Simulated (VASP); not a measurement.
# HgTe (I-4m2) in VASP: further runs

The runs below take HgTe through single point, with PBE.

Everything below comes from runs of VASP 6.6.1. Logs are shortened: lines on timing, memory, paths and dates and some standing lists are left out, and cuts for length are marked.

### Step 1. The cell of the first run

Symmetry: I-4m2, No. 119, tetragonal system. Conventional cell: a = 3.982 Å, b = 3.982 Å, c = 8.448 Å, α = 90.00°, β = 90.00°, γ = 90.00°. Hg (site symmetry -4m2) has 4 Te at 2.90 Å within 3.8 Å. Within 3.8 Å of Te (site symmetry -4m2) lie 4 Hg at 2.90 Å.

### Step 2. Single point, PBE

Contents of INCAR:

```
SYSTEM = HgTe
PREC = Accurate
ENCUT = 520
EDIFF = 1E-7
ISMEAR = 0
SIGMA = 0.15
LREAL = .FALSE.
LASPH = .TRUE.
NELM = 60
ALGO = Normal
ISIF = 2
LWAVE = .FALSE.
LCHARG = .FALSE.
GGA = PE
NBANDS = 16
```

Contents of KPOINTS:

```
regular mesh
0
G
  14 14 14
  0 0 0
```

Contents of POSCAR:

```
HgTe
1.0
    0.0000000000      2.8159866281      4.2239799421
    2.8159866281      0.0000000000      4.2239799421
    2.8159866281      2.8159866281      0.0000000000
Hg Te
1 1
Direct
    0.0000000000      0.0000000000      0.0000000000
    0.7500000000      0.7500000000      0.7500000000
```

Potentials or basis: VASP PAW PBE potentials, release 64 (Hg, Te).

Run with:

```bash
$ cat potpaw_PBE.64/Hg/POTCAR potpaw_PBE.64/Te/POTCAR > POTCAR
$ mpirun -np 1 vasp_std > vasp.out
```

OUTCAR:

```text
SYSTEM = HgTe
   PREC = Accurate
   ENCUT = 520
   EDIFF = 1E-7
   ISMEAR = 0
   LREAL = .FALSE.
   LASPH = .TRUE.
   NELM = 60
   ISIF = 2
   GGA = PE

 ion  position               nearest neighbor table
   1  0.000  0.000  0.000-   2 2.90   2 2.90   2 2.90   2 2.90
   2  0.750  0.750  0.750-   1 2.90   1 2.90   1 2.90   1 2.90

  LATTYP: Found a body centered tetragonal cell.
 ALAT       =     3.9824064809
 C/A-ratio  =     2.1213203435

  Lattice vectors:

 A1 = (  -2.8159866281,   0.0000000000,   4.2239799421)
 A2 = (   2.8159866281,   0.0000000000,   4.2239799421)
 A3 = (   0.0000000000,   2.8159866281,  -4.2239799421)

Analysis of symmetry for initial positions (statically):
=====================================================================
 Subroutine PRICEL returns:
 Original cell was already a primitive cell.

 Routine SETGRP: Setting up the symmetry group for a
 body centered tetragonal supercell.

 Subroutine GETGRP returns: Found  8 space group operations
 (whereof  8 operations were pure point group operations)
 out of a pool of 16 trial point group operations.

The static configuration has the point symmetry D_2d.

Analysis of symmetry for dynamics (positions and initial velocities):
=====================================================================
 Subroutine PRICEL returns:
 Original cell was already a primitive cell.

 Routine SETGRP: Setting up the symmetry group for a
 body centered tetragonal supercell.

 Subroutine GETGRP returns: Found  8 space group operations
 (whereof  8 operations were pure point group operations)
 out of a pool of 16 trial point group operations.

The dynamic configuration has the point symmetry D_2d.

 Subroutine INISYM returns: Found  8 space group operations
 (whereof  8 operations are pure point group operations),
 and found     1 'primitive' translations

----------------------------------------------------------------------------------------

                                     Primitive cell

  volume of cell :      66.9905

  direct lattice vectors                    reciprocal lattice vectors
     0.000000000  2.815986628  4.223979942    -0.177557661  0.177557661  0.118371774
     2.815986628  0.000000000  4.223979942     0.177557661 -0.177557661  0.118371774
     2.815986628  2.815986628  0.000000000     0.177557661  0.177557661 -0.118371774

  length of vectors
     5.076592089  5.076592089  3.982406481     0.277606418  0.277606418  0.277606418

  position of ions in fractional coordinates (direct lattice)
     0.000000000  0.000000000  0.000000000
     0.750000000  0.750000000  0.750000000

  ion indices of the primitive-cell ions
   primitive index   ion index
                 1           1
                 2           2

----------------------------------------------------------------------------------------

 KPOINTS: regular mesh

Automatic generation of k-mesh.
 Grid dimensions read from file:
 generate k-points for:   14   14   14

 Generating k-lattice:

  Cartesian coordinates                     Fractional coordinates (reciprocal lattice)
    -0.012682690  0.012682690  0.008455127     0.071428571  0.000000000  0.000000000
     0.012682690 -0.012682690  0.008455127     0.000000000  0.071428571  0.000000000
     0.012682690  0.012682690 -0.008455127     0.000000000  0.000000000  0.071428571

  Length of vectors
     0.019829030  0.019829030  0.019829030

  Shift w.r.t. Gamma in fractional coordinates (k-lattice)
     0.000000000  0.000000000  0.000000000

 Subroutine IBZKPT returns following result:
 ===========================================

 Found    244 irreducible k-points:

 Following reciprocal coordinates:
            Coordinates               Weight
  0.000000  0.000000  0.000000      1.000000
  0.071429 -0.000000  0.000000      8.000000
  0.142857 -0.000000  0.000000      8.000000
  0.214286 -0.000000  0.000000      8.000000
  0.285714  0.000000  0.000000      8.000000
  0.357143 -0.000000  0.000000      8.000000
[... 16 lines left out ...]
  0.214286  0.142857  0.000000      8.000000
  0.285714  0.142857  0.000000      8.000000
 [... further k-points ...]
   k-points           NKPTS =    244   k-points in BZ     NKDIM =    244   number of bands    NBANDS=     16
   number of dos      NEDOS =    301   number of ions     NIONS =      2
   total plane-waves  NPLWV =  48000
   dimension x,y,z NGX =    40 NGY =   40 NGZ =   30
   dimension x,y,z NGXF=    80 NGYF=   80 NGZF=   60
   ions per type =               1   1
   NGX,Y,Z   is equivalent  to a cutoff of  13.10, 13.10, 12.52 a.u.
   NGXF,Y,Z  is equivalent  to a cutoff of  26.20, 26.20, 25.05 a.u.
 SYSTEM =  HgTe
   PREC   = accura    normal or accurate (medium, high low for compatibility)
   ISTART =      0    job   : 0-new  1-cont  2-samecut
   ICHARG =      2    charge: 1-file 2-atom 10-const
   ISPIN  =      1    spin polarized calculation?
   LNONCOLLINEAR =      F non collinear calculations
   LSORBIT =      F    spin-orbit coupling
   LASPH  =      T    aspherical Exc in radial PAW
   ENCUT  =  520.0 eV  38.22 Ry    6.18 a.u.   9.44  9.44  7.40*2*pi/ulx,y,z
   NELM   =     60;   NELMIN=  2; NELMDL= -5     # of ELM steps
   EDIFF  = 0.1E-06   stopping-criterion for ELM
   LREAL  =      F    real-space projection
   EDIFFG = 0.1E-05   stopping-criterion for IOM
   NSW    =      0    number of steps for IOM
   IBRION =     -1    ionic relax: 0-MD 1-quasi-New 2-CG
   NFREE  =      0    steps in history (QN), initial steepest desc. (CG)
   ISIF   =      2    stress and relaxation
   ISYM   =      2    0-nonsym 1-usesym 2-fastsym
   POTIM  = 0.5000    time-step for ionic-motion
   TEBEG  =    0.0;   TEEND  =   0.0 temperature during run
   PSTRESS=    0.0 pullay stress
   NELECT =      18.0000    total number of electrons
   NUPDOWN=      -1.0000    fix difference up-down
   EMIN   =  10.00;   EMAX   =-10.00  energy-range for DOS
   EFERMI =   0.00;   METHOD = LEGACY
   ISMEAR =     0;   SIGMA  =   0.15  broadening in eV -4-tet -1-fermi 0-gaus
   EFERMI_NEDOS =   21; number of points for ismear=-14 and -15
   IALGO  =     38    algorithm
   IMIX   =      4    mixing-type and parameters
     AMIX     =   0.40;   BMIX     =  1.00
     AMIX_MAG =   1.60;   BMIX_MAG =  1.00
  volume/ion in A,a.u.               =      33.50       226.04
  Fermi-wavevector in a.u.,A,eV,Ry     =   1.056399  1.996305 15.183815  1.115979
  Thomas-Fermi vector in A             =   2.191633
   LORBIT       =      0    0 simple, 1 ext, 2 COOP (PROOUT), +10 PAW based schemes
   GGA     = PE    functional components
   LHFCALC =     F    Hartree Fock is set to
   AEXX    =    0.0000 exact exchange contribution
   IVDW    =     0    specifies the selected vdW correction
   LEPSILON=     F    determine dielectric tensor
   LRPA    =     F    only Hartree local field effects (RPA)
 non-spin polarized calculation
 Gauss-broadening in eV      SIGMA  =   0.15
  energy-cutoff  :      520.00
  volume of cell :       66.99
 maximum number of plane-waves:      1832
 NGX is ok and might be reduce to    40

 number of electron      18.0000002 magnetization

 Free energy of the ion-electron system (eV)
  ---------------------------------------------------
  ext. energy  EPLUGINS =         0.00000000
  ---------------------------------------------------
  free energy    TOTEN  =        -3.12795961 eV

  energy without entropy =       -3.11888380  energy(sigma->0) =       -3.12342171

 E-fermi :   3.4045     XC(G=0):  -8.9188

 val. band max:        3.4041084051   @ k =  -0.1429   0.0714   0.0000
 cond. band min:       3.4076301300   @ k =   0.1429   0.0714   0.0000
 fundamental gap:      0.0035217250
 Fermi energy:         3.4044959121

 k-point     1 :       0.0000    0.0000    0.0000
  band No.  band energies     occupation
      1      -8.6819      2.00000
      2      -4.0662      2.00000
      3      -3.8746      2.00000
      4      -3.8746      2.00000
      5      -3.7169      2.00000
      6      -3.4498      2.00000
[... 8 lines left out ...]
     15      11.1685      0.00000
     16      11.3769      0.00000

 k-point     2 :       0.0714   -0.0000    0.0000
  band No.  band energies     occupation
      1      -8.6510      2.00000
      2      -4.0601      2.00000
      3      -3.8807      2.00000
      4      -3.8690      2.00000
      5      -3.7055      2.00000
      6      -3.4550      2.00000
[... 8 lines left out ...]
     15      11.2900      0.00000
     16      11.8807      0.00000

 k-point     3 :       0.1429   -0.0000    0.0000
  band No.  band energies     occupation
      1      -8.5621      2.00000
      2      -4.0476      2.00000
      3      -3.8912      2.00000
      4      -3.8534      2.00000
      5      -3.6700      2.00000
      6      -3.4696      2.00000
[... 8 lines left out ...]
     15      11.5251      0.00000
     16      13.0985      0.00000

 k-point     4 :       0.2143   -0.0000    0.0000
  band No.  band energies     occupation
      1      -8.4279      2.00000
      2      -4.0392      2.00000
      3      -3.8902      2.00000
      4      -3.8310      2.00000
      5      -3.6088      2.00000
      6      -3.4905      2.00000
[... 8 lines left out ...]
     15      11.8886      0.00000
     16      13.2755      0.00000
[... 324 lines left out ...]
 k-point    22 :       0.1429    0.1429    0.0000
  band No.  band energies     occupation
      1      -8.5895      2.00000
      2      -4.0513      2.00000
      3      -3.8421      2.00000
      4      -3.8421      2.00000
      5      -3.7281      2.00000
      6      -3.4489      2.00000
[... 8 lines left out ...]
     15      11.1326      0.00000
     16      12.3118      0.00000

 k-point    23 :       0.2143    0.1429    0.0000
  band No.  band energies     occupation
      1      -8.5183      2.00000
      2      -4.0333      2.00000
      3      -3.8363      2.00000
      4      -3.8233      2.00000
      5      -3.7186      2.00000
      6      -3.4539      2.00000
[... 8 lines left out ...]
     15      11.6207      0.00000
     16      12.8744      0.00000

 k-point    24 :       0.2857    0.1429    0.0000
  band No.  band energies     occupation
      1      -8.4018      2.00000
      2      -4.0003      2.00000
      3      -3.8379      2.00000
      4      -3.8001      2.00000
      5      -3.6814      2.00000
      6      -3.4683      2.00000
[... 8 lines left out ...]
     15      12.2055      0.00000
     16      13.8547      0.00000

 [... further k-points ...]
[... 5 lines left out ...]
  --------------------------------------------------------------------------------------
  -------------------------------------------------------------------------------------
  Total        1.9065688      1.9065688     -1.3192721      0.0000000      0.0000000      0.0000000
  in kB       45.5984470     45.5984470    -31.5523662      0.0000000      0.0000000      0.0000000
  external PRESSURE =      19.8815093 kB  Pullay stress =       0.0000000 kB

 VOLUME and BASIS-vectors are now :
 -----------------------------------------------------------------------------
  energy-cutoff  :      520.00
  volume of cell :       66.99
      direct lattice vectors                 reciprocal lattice vectors
     0.000000000  2.815986628  4.223979942    -0.177557661  0.177557661  0.118371774
     2.815986628  0.000000000  4.223979942     0.177557661 -0.177557661  0.118371774
     2.815986628  2.815986628  0.000000000     0.177557661  0.177557661 -0.118371774

 POSITION                                       TOTAL-FORCE (eV/Angst)
 -----------------------------------------------------------------------------------
      0.00000      0.00000      0.00000        -0.000000     -0.000000      0.000000
      4.22398      4.22398      6.33597         0.000000      0.000000     -0.000000
 -----------------------------------------------------------------------------------
    total drift:                                0.000000      0.000000      0.000000

  FREE ENERGIE OF THE ION-ELECTRON SYSTEM (eV)
  ---------------------------------------------------
  free  energy   TOTEN  =        -3.1279596099 eV

  energy  without entropy=       -3.1188838009  energy(sigma->0) =       -3.12342171
```

Run time: 1.8 min. Hardware: 1 thread of Intel Xeon 6975P-C (Granite Rapids), shared host; peak memory 0.42 GiB.

What came out:

* Free energy: -3.1280 eV
* Pressure: 2.0 GPa
* Band gap on the k mesh: zero (bands 9 and 10 overlap by 0.26 eV)

Stress tensor (GPa, compression positive):
```
 4.56  0.00  0.00
 0.00  4.56  0.00
 0.00  0.00 -3.16
```

Caveat: the stress differs along the axes, from -3 to 5 GPa; semilocal functionals underestimate gaps, and a narrow one can read as zero; spin-orbit coupling is left out, which moves the levels of the heavy elements.

### Step 3. Single point, PBE

This run uses another cell than the first one, of the same volume but with other edges.

Contents of INCAR:

```
ALGO = Normal
EDIFF = 1E-6
ENCUT = 520
GGA = PE
ISIF = 2
ISMEAR = 0
LASPH = T
LCHARG = F
LREAL = F
LWAVE = F
NBANDS = 16
NELM = 100
PREC = Accurate
SIGMA = 0.15
```

Contents of KPOINTS:

```
k-points
0
Gamma
  14 14 14
```

Contents of POSCAR:

```
HgTe
1.0
    0.0000000000      3.2676630221      3.1369565012
    3.2676630221      0.0000000000      3.1369565012
    3.2676630221      3.2676630221      0.0000000000
Hg Te
1 1
Direct
    0.0000000000      0.0000000000      0.0000000000
    0.7500000000      0.7500000000      0.7500000000
```

Potentials or basis: VASP PAW PBE potentials, release 64 (Hg, Te).

Run with:

```bash
$ cat potpaw_PBE.64/Hg/POTCAR potpaw_PBE.64/Te/POTCAR > POTCAR
$ mpirun -np 1 vasp_std > vasp.out
```

OUTCAR:

```text
EDIFF = 1E-6
   ENCUT = 520
   GGA = PE
   ISIF = 2
   ISMEAR = 0
   LASPH = T
   LREAL = F
   NELM = 100
   PREC = Accurate

 ion  position               nearest neighbor table
   1  0.000  0.000  0.000-   2 2.79   2 2.79   2 2.79   2 2.79
   2  0.750  0.750  0.750-   1 2.79   1 2.79   1 2.79   1 2.79

  LATTYP: Found a body centered tetragonal cell.
 ALAT       =     4.6211733631
 C/A-ratio  =     1.3576450199

  Lattice vectors:

 A1 = (   0.0000000000,  -3.2676630221,  -3.1369565012)
 A2 = (   0.0000000000,   3.2676630221,  -3.1369565012)
 A3 = (   3.2676630221,   0.0000000000,   3.1369565012)

Analysis of symmetry for initial positions (statically):
=====================================================================
 Subroutine PRICEL returns:
 Original cell was already a primitive cell.

 Routine SETGRP: Setting up the symmetry group for a
 body centered tetragonal supercell.

 Subroutine GETGRP returns: Found  8 space group operations
 (whereof  8 operations were pure point group operations)
 out of a pool of 16 trial point group operations.

The static configuration has the point symmetry D_2d.

Analysis of symmetry for dynamics (positions and initial velocities):
=====================================================================
 Subroutine PRICEL returns:
 Original cell was already a primitive cell.

 Routine SETGRP: Setting up the symmetry group for a
 body centered tetragonal supercell.

 Subroutine GETGRP returns: Found  8 space group operations
 (whereof  8 operations were pure point group operations)
 out of a pool of 16 trial point group operations.

The dynamic configuration has the point symmetry D_2d.

 Subroutine INISYM returns: Found  8 space group operations
 (whereof  8 operations are pure point group operations),
 and found     1 'primitive' translations

----------------------------------------------------------------------------------------

[... 111 lines left out ...]
     AMIX     =   0.40;   BMIX     =  1.00
     AMIX_MAG =   1.60;   BMIX_MAG =  1.00
  volume/ion in A,a.u.               =      33.50       226.04
  Fermi-wavevector in a.u.,A,eV,Ry     =   1.056399  1.996305 15.183815  1.115979
  Thomas-Fermi vector in A             =   2.191633
   LORBIT       =      0    0 simple, 1 ext, 2 COOP (PROOUT), +10 PAW based schemes
   GGA     = PE    functional components
   LHFCALC =     F    Hartree Fock is set to
   AEXX    =    0.0000 exact exchange contribution
   IVDW    =     0    specifies the selected vdW correction
   LEPSILON=     F    determine dielectric tensor
   LRPA    =     F    only Hartree local field effects (RPA)
 non-spin polarized calculation
 Gauss-broadening in eV      SIGMA  =   0.15
  energy-cutoff  :      520.00
  volume of cell :       66.99
 maximum number of plane-waves:      1831
 NGX is ok and might be reduce to    36

 number of electron      17.9999998 magnetization

 Free energy of the ion-electron system (eV)
  ---------------------------------------------------
  ext. energy  EPLUGINS =         0.00000000
  ---------------------------------------------------
  free energy    TOTEN  =        -3.57011317 eV

  energy without entropy =       -3.56991359  energy(sigma->0) =       -3.57001338

 E-fermi :   3.3274     XC(G=0):  -8.7817

 val. band max:        3.2624873891   @ k =   0.0000   0.0000   0.0000
 cond. band min:       3.5560842568   @ k =   0.0714   0.0000   0.0000
 fundamental gap:      0.2935968677
 Fermi energy:         3.3274185291

 k-point     1 :       0.0000    0.0000    0.0000
  band No.  band energies     occupation
      1      -8.8608      2.00000
      2      -4.2190      2.00000
      3      -4.2190      2.00000
      4      -4.2100      2.00000
      5      -3.6930      2.00000
      6      -3.6644      2.00000
[... 433 lines left out ...]
      3      -4.1038      2.00000
      4      -4.0531      2.00000
      5      -3.6815      2.00000
      6      -3.6643      2.00000
[... 8 lines left out ...]
     15      12.3157      0.00000
     16      12.5645      0.00000

 [... further k-points ...]

------------------------ aborting loop because EDIFF is reached ----------------------------------------

  FORCE on cell =-STRESS in cart. coord.  units (eV):
  Direction    XX          YY          ZZ          XY          YZ          ZX
  --------------------------------------------------------------------------------------
  -------------------------------------------------------------------------------------
  Total        1.6539596      1.6539596      1.8388545      0.0000000      0.0000000      0.0000000
  in kB       39.5569199     39.5569199     43.9789563      0.0000000      0.0000000      0.0000000
  external PRESSURE =      41.0309321 kB  Pullay stress =       0.0000000 kB

 VOLUME and BASIS-vectors are now :
 -----------------------------------------------------------------------------
  energy-cutoff  :      520.00
  volume of cell :       66.99
      direct lattice vectors                 reciprocal lattice vectors
     0.000000000  3.267663022  3.136956501    -0.153014554  0.153014554  0.159390160
     3.267663022  0.000000000  3.136956501     0.153014554 -0.153014554  0.159390160
     3.267663022  3.267663022  0.000000000     0.153014554  0.153014554 -0.159390160

 POSITION                                       TOTAL-FORCE (eV/Angst)
 -----------------------------------------------------------------------------------
      0.00000      0.00000      0.00000        -0.000000     -0.000000      0.000000
      4.90149      4.90149      4.70543         0.000000      0.000000     -0.000000
 -----------------------------------------------------------------------------------
    total drift:                                0.000000      0.000000     -0.000000

  FREE ENERGIE OF THE ION-ELECTRON SYSTEM (eV)
  ---------------------------------------------------
  free  energy   TOTEN  =        -3.5701131652 eV

  energy  without entropy=       -3.5699135931  energy(sigma->0) =       -3.57001338
```

Wall time 84 s (1 thread of Intel Xeon 6975P-C (Granite Rapids), shared host); peak memory 0.41 GiB.

Results:

| Quantity | Value |
| --- | --- |
| Free energy | -3.5701 eV |
| Pressure | 4.1 GPa |
| Band gap on the k mesh | 0.11 eV (least direct gap 0.13 eV) |

Stress tensor (GPa, compression positive):
```
3.96 0.00 0.00
0.00 3.96 0.00
0.00 0.00 4.40
```

Caveat: the cell stands under pressure; the smearing spreads over this small gap; spin-orbit coupling is left out, which moves the levels of the heavy elements. A k mesh can miss the band edges.

(Continued in part 2 of 2.)

The gap in the log of VASP goes by the Fermi energy; the results here count the filled bands.